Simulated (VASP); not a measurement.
Crystal: Os.

```xyz
2
Lattice="2.7157 0.0000 0.0000 -1.3579 2.3519 0.0000 0.0000 0.0000 4.2907" Properties=species:S:1:pos:R:3 pbc="T T T"
Os    1.3579    0.7840    3.2180
Os    0.0000    1.5679    1.0727
```

Program: VASP 6.6.1. Alike in all runs: task single point; potentials or basis VASP PAW PBE potentials, release 64 (Os); cell as given; cutoff (eV) 520; smearing fermi-dirac 0.05 eV.

Problem. Order these runs on this cell by their pressure, lowest first.
A. level PBEsol; spin non-collinear, zero start, SOC; k mesh 11 × 11 × 6
B. level r2SCAN0; spin off; k mesh 6 × 6 × 3; grid for exact exchange (PRECFOCK) Normal; share of exact exchange 0.25
C. level r2SCAN; spin off; k mesh 11 × 11 × 6
D. level PBEsol-based global hybrid with 25 % exact exchange; spin off; k mesh 6 × 6 × 3; grid for exact exchange (PRECFOCK) Normal; share of exact exchange 0.25

Solution. D (-2.0 GPa), B (1.2 GPa), A (7.1 GPa), C (11.6 GPa).

Caveats: some runs use coarse meshes; the PAW data sets were made with another functional, which shifts forces and pressure a little; the cell stands under pressure (at least some runs).
